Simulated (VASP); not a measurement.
# Mg (Cmcm) in VASP: a series of runs

Mg is run at these levels: PBEsol; tasks: single point.

All numbers are computed with VASP 6.6.1; they aren't measurements. Logs are shortened: lines on timing, memory, paths and dates and some standing lists are left out, and cuts for length are marked.

### 1 The cell of the first run

Symmetry: Cmcm, No. 63, orthorhombic system. The conventional cell has a = 5.465 Å, b = 7.122 Å, c = 5.047 Å, α = 90.00°, β = 90.00°, γ = 90.00°. Within 3.6 Å of Mg (site symmetry m2m) lie 7 Mg at 2.63 to 3.51 Å. Within 3.3 Å of Mg (site symmetry m2m) lie 5 Mg at 2.53 to 2.89 Å.

### 2 Single point, PBEsol (Ba replaced by Mg, lengths x 0.793, strained)

INCAR reads:

```
PREC     = Accurate       # precision mode
ENCUT    = 520            # plane-wave cutoff, eV
EDIFF    = 1E-6           # SCF threshold, eV
ISMEAR   = 0              # smearing method
SIGMA    = 0.1            # smearing width, eV
LREAL    = F              # projectors in reciprocal space
LASPH    = T              # aspherical terms in the spheres
NELM     = 60             # most SCF steps
ALGO     = Normal         # electronic algorithm
ISIF     = 2              # what is computed and relaxed
LWAVE    = F              # write WAVECAR
LCHARG   = T              # write CHGCAR
GGA      = PS             # functional
LELF     = T              # ELF
LVHAR    = T            
NBANDS   = 12             # bands
```

KPOINTS reads:

```
regular mesh
0
Gamma
  4 4 4
```

POSCAR reads:

```
Mg
1.0
    2.7327101369     -3.5608979070      0.0000000000
    2.7327101369      3.5608979070      0.0000000000
    0.0000000000      0.0000000000      5.0472907075
Mg
4
Direct
    0.8558440000      0.1441560000      0.2500000000
    0.1441560000      0.8558440000      0.7500000000
    0.4865510000      0.5134490000      0.2500000000
    0.5134490000      0.4865510000      0.7500000000
```

Potentials or basis: VASP PAW PBE potentials, release 64 (Mg).

Started as:

```
> cat potpaw_PBE.64/Mg/POTCAR > POTCAR
> mpirun -np 1 vasp_std > vasp.out
```

OUTCAR:

```text
PREC = Accurate
   ENCUT = 520
   EDIFF = 1E-6
   ISMEAR = 0
   LREAL = F
   LASPH = T
   NELM = 60
   ISIF = 2
   GGA = PS

 ion  position               nearest neighbor table
   1  0.856  0.144  0.250-   3 2.63   3 2.89   3 2.89   2 3.25   2 3.25   4 3.51   4 3.51
   2  0.144  0.856  0.750-   4 2.63   4 2.89   4 2.89   1 3.25   1 3.25   3 3.51   3 3.51
   3  0.487  0.513  0.250-   4 2.53   4 2.53   1 2.63   1 2.89   1 2.89   2 3.51   2 3.51
   4  0.513  0.487  0.750-   3 2.53   3 2.53   2 2.63   2 2.89   2 2.89   1 3.51   1 3.51

  LATTYP: Found a base centered orthorhombic cell.
 ALAT       =     5.4654202738
 B/A-ratio  =     1.3030646240
 C/A-ratio  =     0.9234954413

  Lattice vectors:

 A1 = (   2.7327101369,  -3.5608979070,   0.0000000000)
 A2 = (   2.7327101369,   3.5608979070,   0.0000000000)
 A3 = (   0.0000000000,   0.0000000000,   5.0472907075)

Analysis of symmetry for initial positions (statically):
=====================================================================
 Subroutine PRICEL returns:
 Original cell was already a primitive cell.

 Routine SETGRP: Setting up the symmetry group for a
 base centered orthorhombic supercell.

 Subroutine GETGRP returns: Found  8 space group operations
 (whereof  4 operations were pure point group operations)
 out of a pool of  8 trial point group operations.

The static configuration has the point symmetry C_2h.
 The point group associated with its full space group is D_2h.

Analysis of symmetry for dynamics (positions and initial velocities):
=====================================================================
 Subroutine PRICEL returns:
 Original cell was already a primitive cell.

 Routine SETGRP: Setting up the symmetry group for a
 base centered orthorhombic supercell.

 Subroutine GETGRP returns: Found  8 space group operations
 (whereof  4 operations were pure point group operations)
 out of a pool of  8 trial point group operations.

The dynamic configuration has the point symmetry C_2h.
 The point group associated with its full space group is D_2h.

 Subroutine INISYM returns: Found  8 space group operations
 (whereof  4 operations are pure point group operations),
 and found     1 'primitive' translations

----------------------------------------------------------------------------------------

                                     Primitive cell

  volume of cell :      98.2294

  direct lattice vectors                    reciprocal lattice vectors
     2.732710137 -3.560897907  0.000000000     0.182968546 -0.140414023  0.000000000
     2.732710137  3.560897907  0.000000000     0.182968546  0.140414023  0.000000000
     0.000000000  0.000000000  5.047290708     0.000000000  0.000000000  0.198126095

  length of vectors
     4.488618785  4.488618785  5.047290708     0.230637349  0.230637349  0.198126095

  position of ions in fractional coordinates (direct lattice)
     0.855844000  0.144156000  0.250000000
     0.144156000  0.855844000  0.750000000
     0.486551000  0.513449000  0.250000000
     0.513449000  0.486551000  0.750000000

  ion indices of the primitive-cell ions
   primitive index   ion index
                 1           1
                 2           2
                 3           3
                 4           4

----------------------------------------------------------------------------------------

 KPOINTS: regular mesh

Automatic generation of k-mesh.
 Grid dimensions read from file:
 generate k-points for:    4    4    4

 Generating k-lattice:

  Cartesian coordinates                     Fractional coordinates (reciprocal lattice)
     0.045742136 -0.035103506  0.000000000     0.250000000  0.000000000  0.000000000
     0.045742136  0.035103506  0.000000000     0.000000000  0.250000000  0.000000000
     0.000000000  0.000000000  0.049531524     0.000000000  0.000000000  0.250000000

  Length of vectors
     0.057659337  0.057659337  0.049531524

  Shift w.r.t. Gamma in fractional coordinates (k-lattice)
     0.000000000  0.000000000  0.000000000

 Subroutine IBZKPT returns following result:
 ===========================================

 Found     21 irreducible k-points:

 Following reciprocal coordinates:
            Coordinates               Weight
  0.000000  0.000000  0.000000      1.000000
  0.250000 -0.000000  0.000000      4.000000
  0.500000 -0.000000  0.000000      2.000000
  0.250000  0.250000  0.000000      2.000000
  0.500000  0.250000  0.000000      4.000000
 -0.250000  0.250000  0.000000      2.000000
[... 13 lines left out ...]
 -0.250000  0.250000  0.500000      2.000000
  0.500000  0.500000  0.500000      1.000000
   k-points           NKPTS =     21   k-points in BZ     NKDIM =     21   number of bands    NBANDS=     12
   number of dos      NEDOS =    301   number of ions     NIONS =      4
   total plane-waves  NPLWV =  51840
   dimension x,y,z NGX =    36 NGY =   36 NGZ =   40
   dimension x,y,z NGXF=    72 NGYF=   72 NGZF=   80
   ions per type =               4
   NGX,Y,Z   is equivalent  to a cutoff of  13.33, 13.33, 13.18 a.u.
   NGXF,Y,Z  is equivalent  to a cutoff of  26.67, 26.67, 26.35 a.u.
 SYSTEM =  unknown system
   PREC   = accura    normal or accurate (medium, high low for compatibility)
   ISTART =      0    job   : 0-new  1-cont  2-samecut
   ICHARG =      2    charge: 1-file 2-atom 10-const
   ISPIN  =      1    spin polarized calculation?
   LNONCOLLINEAR =      F non collinear calculations
   LSORBIT =      F    spin-orbit coupling
   LASPH  =      T    aspherical Exc in radial PAW
   ENCUT  =  520.0 eV  38.22 Ry    6.18 a.u.   8.35  8.35  9.38*2*pi/ulx,y,z
   NELM   =     60;   NELMIN=  2; NELMDL= -5     # of ELM steps
   EDIFF  = 0.1E-05   stopping-criterion for ELM
   LREAL  =      F    real-space projection
   EDIFFG = 0.1E-04   stopping-criterion for IOM
   NSW    =      0    number of steps for IOM
   IBRION =     -1    ionic relax: 0-MD 1-quasi-New 2-CG
   NFREE  =      0    steps in history (QN), initial steepest desc. (CG)
   ISIF   =      2    stress and relaxation
   ISYM   =      2    0-nonsym 1-usesym 2-fastsym
   POTIM  = 0.5000    time-step for ionic-motion
   TEBEG  =    0.0;   TEEND  =   0.0 temperature during run
   PSTRESS=    0.0 pullay stress
   NELECT =       8.0000    total number of electrons
   NUPDOWN=      -1.0000    fix difference up-down
   EMIN   =  10.00;   EMAX   =-10.00  energy-range for DOS
   EFERMI =   0.00;   METHOD = LEGACY
   ISMEAR =     0;   SIGMA  =   0.10  broadening in eV -4-tet -1-fermi 0-gaus
   EFERMI_NEDOS =   21; number of points for ismear=-14 and -15
   IALGO  =     38    algorithm
   IMIX   =      4    mixing-type and parameters
     AMIX     =   0.40;   BMIX     =  1.00
     AMIX_MAG =   1.60;   BMIX_MAG =  1.00
  volume/ion in A,a.u.               =      24.56       165.72
  Fermi-wavevector in a.u.,A,eV,Ry     =   0.709618  1.340983  6.851310  0.503557
  Thomas-Fermi vector in A             =   1.796247
   LORBIT       =      0    0 simple, 1 ext, 2 COOP (PROOUT), +10 PAW based schemes
   GGA     = PS    functional components
   LHFCALC =     F    Hartree Fock is set to
   AEXX    =    0.0000 exact exchange contribution
   IVDW    =     0    specifies the selected vdW correction
   LEPSILON=     F    determine dielectric tensor
   LRPA    =     F    only Hartree local field effects (RPA)
 non-spin polarized calculation
 Gauss-broadening in eV      SIGMA  =   0.10
  energy-cutoff  :      520.00
  volume of cell :       98.23
 maximum number of plane-waves:      2666
 NGX is ok and might be reduce to    36
   NGX = 17   NGY = 17   NGZ = 19

 number of electron       8.0000000 magnetization

 Free energy of the ion-electron system (eV)
  ---------------------------------------------------
  ext. energy  EPLUGINS =         0.00000000
  ---------------------------------------------------
  free energy    TOTEN  =        -4.63252537 eV

  energy without entropy =       -4.62814384  energy(sigma->0) =       -4.63033461

 E-fermi :   2.1474     XC(G=0):  -8.2635

 val. band max:        2.1191279739   @ k =   0.5000   0.5000   0.2500
 cond. band min:       2.2574541814   @ k =   0.5000   0.5000   0.5000
 fundamental gap:      0.1383262075
 Fermi energy:         2.1473745522

 k-point     1 :       0.0000    0.0000    0.0000
  band No.  band energies     occupation
      1      -4.4920      2.00000
      2       0.9094      2.00000
      3       1.4974      2.00000
      4       2.5940      0.00000
      5       3.3475      0.00000
      6       3.3544      0.00000
      7       3.6302      0.00000
      8       6.8780      0.00000
      9       7.5334      0.00000
     10       7.5473      0.00000
     11       7.9947      0.00000
     12       8.0616      0.00000

 k-point     2 :       0.2500   -0.0000    0.0000
  band No.  band energies     occupation
      1      -4.0053      2.00000
      2      -0.0935      2.00000
      3       1.3381      2.00000
      4       1.9869      1.97678
      5       2.7725      0.00000
      6       4.4935      0.00000
      7       4.7564      0.00000
      8       5.0561      0.00000
      9       5.8895      0.00000
     10       7.7757      0.00000
     11       7.8001      0.00000
     12       8.2748      0.00000

 k-point     3 :       0.5000   -0.0000    0.0000
  band No.  band energies     occupation
      1      -2.8374      2.00000
      2      -2.1693      2.00000
      3       2.2603      0.11029
      4       2.5429      0.00000
      5       3.2666      0.00000
      6       3.4549      0.00000
      7       3.5026      0.00000
      8       4.1498      0.00000
      9       6.5627      0.00000
     10       7.1133      0.00000
     11       7.8516      0.00000
     12       8.6421      0.00000
[... 241 lines left out ...]
 k-point    20 :      -0.2500    0.2500    0.5000
  band No.  band energies     occupation
      1      -2.3211      2.00000
      2      -2.3211      2.00000
      3       2.3780      0.00111
      4       2.3780      0.00111
      5       2.4504      0.00002
      6       2.4504      0.00002
      7       3.6604      0.00000
      8       3.6604      0.00000
      9       7.9790      0.00000
     10       7.9790      0.00000
     11       8.0128      0.00000
     12       8.0128      0.00000

 k-point    21 :       0.5000    0.5000    0.5000
  band No.  band energies     occupation
      1      -0.5647      2.00000
      2      -0.5647      2.00000
      3       0.1362      2.00000
      4       0.1362      2.00000
      5       1.7196      2.00000
      6       1.7196      2.00000
      7       2.2575      0.11953
      8       2.2575      0.11953
      9       9.7909      0.00000
     10       9.7909      0.00000
     11      11.1011      0.00000
     12      11.1011      0.00000

------------------------ aborting loop because EDIFF is reached ----------------------------------------

  FORCE on cell =-STRESS in cart. coord.  units (eV):
  Direction    XX          YY          ZZ          XY          YZ          ZX
  --------------------------------------------------------------------------------------
  -------------------------------------------------------------------------------------
  Total        0.9228030      3.3564577      5.0793723      0.0000000     -0.0000000      0.0000000
  in kB       15.0514448     54.7457425     82.8474651      0.0000000     -0.0000000      0.0000000
  external PRESSURE =      50.8815508 kB  Pullay stress =       0.0000000 kB

 VOLUME and BASIS-vectors are now :
 -----------------------------------------------------------------------------
  energy-cutoff  :      520.00
  volume of cell :       98.23
      direct lattice vectors                 reciprocal lattice vectors
     2.732710137 -3.560897907  0.000000000     0.182968546 -0.140414023  0.000000000
     2.732710137  3.560897907  0.000000000     0.182968546  0.140414023  0.000000000
     0.000000000  0.000000000  5.047290708     0.000000000  0.000000000  0.198126095

 POSITION                                       TOTAL-FORCE (eV/Angst)
 -----------------------------------------------------------------------------------
      2.73271     -2.53425      1.26182         0.000000     -0.693743      0.000000
      2.73271      2.53425      3.78547         0.000000      0.693743      0.000000
      2.73271      0.09578      1.26182         0.000000      1.269666      0.000000
      2.73271     -0.09578      3.78547         0.000000     -1.269666     -0.000000
 -----------------------------------------------------------------------------------
    total drift:                                0.000000      0.000000     -0.000000

  FREE ENERGIE OF THE ION-ELECTRON SYSTEM (eV)
  ---------------------------------------------------
  free  energy   TOTEN  =        -4.6325253667 eV

  energy  without entropy=       -4.6281438448  energy(sigma->0) =       -4.63033461
```

Wall time 18 s (1 thread of AMD EPYC 7R13 (Zen 3), shared host); peak memory 0.18 GiB.

Results:

* Free energy: -4.6325 eV
* Pressure: 5.1 GPa
* Largest force: 1.270 eV/Å
* Band gap on the k mesh: zero (bands 4 and 5 overlap by 2.69 eV)

Forces in eV/Å, atoms in the order of the input:
```
Mg   0.000 -0.694  0.000
Mg   0.000  0.694  0.000
Mg   0.000  1.270  0.000
Mg   0.000 -1.270  0.000
```

Caveat: the k points lie up to 0.36 Å⁻¹ apart, too coarse for converged energies and pressures of a metal; the cell differs from its parent crystal (Ba replaced by Mg, lengths x 0.793, strained); the PAW data sets were made with another functional, which shifts forces and pressure a little.

[end of part 1 of 2]
